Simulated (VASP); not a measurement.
Runs of VASP 6.6.1 on HfN. The structure is that of space group Fm-3m (No. 225), or close to it. The cells are those of the table. 

```tsv
cell	gap on the mesh (eV)	pressure (GPa)
a = 3.075, b = 3.075, c = 3.115 Å, angles 59.6, 59.6, 60.9°, 2 atoms	none	(b)
a = 3.196, b = 3.196, c = 3.115 Å, angles 60.8, 60.8, 58.3°, 2 atoms	none	(a)
a = 3.035 Å, angles 60.0°, 2 atoms	none	53.0
a = 3.354 Å, angles 60.0°, 2 atoms	none	-33.6
a = 3.155, b = 3.155, c = 3.115 Å, angles 60.4, 60.4, 59.2°, 2 atoms	none	10.5
```

Alike in all rows: task single point; level PBEsol; potentials or basis VASP PAW PBE potentials, release 64 (Hf_pv, N); no spin polarisation; k mesh 18 × 18 × 18; cutoff (eV) 520; smearing gaussian 0.15 eV.

Q: Estimate the missing entries.

A: (a) 3.9; (b) 29.8.

Caveats: the PAW data sets were made with another functional, which shifts forces and pressure a little; spin-orbit coupling is left out, which moves the levels of the heavy elements; the stress differs along the axes, from 23 to 44 GPa (at least some runs); the stress differs along the axes, from -13 to 12 GPa (at least some runs); the cell stands under pressure (at least some runs); the cell stands under tension (at least some runs); the stress differs along the axes, from 1 to 16 GPa (at least some runs).

A k mesh can miss the band edges, and the runs leave out spin-orbit coupling on Hf.

A gap of «none» marks levels without a gap at the run's occupations.
